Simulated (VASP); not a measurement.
Set up this calculation in VASP 6.6.1, as the native input.

| Item | Value |
| --- | --- |
| Task | single point |
| Functional | PBE |
| Potentials or basis | VASP PAW PBE potentials, release 64 (Zn, Te, N, H) |
| Cutoff | 520 eV |
| k mesh | 3 × 2 × 3 |
| Occupations | methfessel-paxton, width 0.15 eV |
| Spin | no spin polarisation |
| Dipole correction | no |
| Further INCAR settings | LREAL = Auto; ALGO = Normal; EDIFF = 1e-07; NBANDS = 46 |

The structure of ZnTeH4N2 lies in POSCAR:

```
ZnTeH4N2
1.0
    5.4156270000      0.0477500000     -0.1920620000
    0.1605630000      6.9247350000     -0.3179820000
    0.0387790000     -0.8674500000      6.0191110000
Zn Te N H
2 2 4 8
Direct
    0.6750679032      0.6174700271      0.4099692207
    0.5560394022      0.2695535285      0.6573319897
    0.0388144340      0.2160600452      0.3263945428
    0.7354748684      0.9027819893      0.9066262770
    0.1264237253      0.1104112977      0.7622499400
    0.2646117605      0.5107527176      0.1287917825
    0.0994766701      0.8252952357      0.4353021099
    0.2470247157      0.8121950119      0.0087885828
    0.7580347464      0.5418841200      0.8864339046
    0.0336737663      0.3624165334      0.9279444066
    0.7586644528      0.3500232705      0.0401897742
    0.3150120634      0.7646397276      0.6545118568
    0.4036020236     -0.0038514270      0.2042698544
    0.4743944413      0.5806020454      0.9208192281
    0.9976189917      0.6925006612      0.1183029261
    0.2141443145      0.6214537156      0.6588306946
```

These files were run (other wordings do the same):

INCAR

```
ALGO     = Normal         # electronic algorithm
EDIFF    = 1E-7           # SCF threshold, eV
ENCUT    = 520            # plane-wave cutoff, eV
GGA      = PE             # functional
ISIF     = 2              # what is computed and relaxed
ISMEAR   = 1              # smearing method
LASPH    = T              # aspherical terms in the spheres
LCHARG   = F              # write CHGCAR
LREAL    = Auto         
LWAVE    = F              # write WAVECAR
NBANDS   = 46             # bands
NELM     = 60             # most SCF steps
PREC     = Accurate       # precision mode
SIGMA    = 0.15           # smearing width, eV
```

KPOINTS

```
k-points
0
Gamma
  3 2 3
```

Potentials or basis: VASP PAW PBE potentials, release 64 (Zn, Te, N, H).

The run is started by

```bash
$ cat potpaw_PBE.64/Zn/POTCAR potpaw_PBE.64/Te/POTCAR potpaw_PBE.64/N/POTCAR potpaw_PBE.64/H/POTCAR > POTCAR
$ mpirun -np 1 vasp_std > vasp.out
```

Results of the run:

| Quantity | Value |
| --- | --- |
| Pressure | -16.2 GPa |
| Largest force | 2.800 eV/Å |
| Band gap on the k mesh | zero (bands 32 and 33 overlap by 0.07 eV) |

Caveat: the k points lie up to 0.46 Å⁻¹ apart; spin-orbit coupling is left out, which moves the levels of the heavy elements.

Run time: 6.3 min on 1 thread of Intel Xeon 8259CL, on a shared host, peak memory 0.35 GiB.
